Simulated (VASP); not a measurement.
A run of VASP 6.6.1 is set up as follows.

The input INCAR:

```
  ALGO = Normal
  EDIFF = 1E-7
  ENCUT = 520
  ISIF = 2
  ISMEAR = -1
  LASPH = True
  LCHARG = False
  LREAL = False
  LWAVE = False
  NBANDS = 12
  NELM = 80
  PREC = Accurate
  SIGMA = 0.05
```

File KPOINTS:

```
k-points
0
Gamma
  18 18 18
```

Contents of POSCAR:

```
Ta
1.0
   -1.6259282139      1.6259282139      1.6259282139
    1.6259282139     -1.6259282139      1.6259282139
    1.6259282139      1.6259282139     -1.6259282139
Ta
1
Direct
    0.0000000000      0.0000000000      0.0000000000
```

Potentials or basis: VASP PAW LDA potentials, release 64 (Ta_pv).

Launch:

```bash
$ cat potpaw_LDA.64/Ta_pv/POTCAR > POTCAR
$ mpirun -np 1 vasp_std > vasp.out
```

Predict the band gap on the k mesh.

zero (an odd number of electrons rules out a gap without spin polarisation).

What does it give for the pressure?

1.1 GPa.

Caveat: spin-orbit coupling is left out, which moves the levels of the heavy elements.
